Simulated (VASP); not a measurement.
Input of a VASP 6.6.1 run:

INCAR

```
PREC     = Accurate       # precision mode
ENCUT    = 520            # plane-wave cutoff, eV
EDIFF    = 1E-6           # SCF threshold, eV
ISMEAR   = -1             # smearing method
SIGMA    = 0.08           # smearing width, eV
LREAL    = F              # projectors in reciprocal space
LASPH    = T              # aspherical terms in the spheres
NELM     = 100            # most SCF steps
ALGO     = Normal         # electronic algorithm
ISIF     = 2              # what is computed and relaxed
LWAVE    = F              # write WAVECAR
LCHARG   = T              # write CHGCAR
GGA      = PS             # functional
LELF     = T              # ELF
LVHAR    = T            
NBANDS   = 10             # bands
```

File KPOINTS:

```
regular mesh
0
Gamma
  15 15 15
```

File POSCAR:

```
Cl
1.0
    2.6901663749      0.0000000000      0.0000000000
    0.0000000000      2.6901663749      0.0000000000
    0.0000000000      0.0000000000      2.6901663749
Cl
1
Direct
    0.0000000000      0.0000000000      0.0000000000
```

Potentials or basis: VASP PAW PBE potentials, release 64 (Cl).

The run is started by

```console
$ cat potpaw_PBE.64/Cl/POTCAR > POTCAR
$ mpirun -np 1 vasp_std > vasp.out
```

Problem. Estimate the pressure.

Solution. 6.1 GPa.

Caveat: the PAW data sets were made with another functional, which shifts forces and pressure a little; an odd number of electrons without spin polarisation forces a metal; a magnetic or distorted state may lie lower.
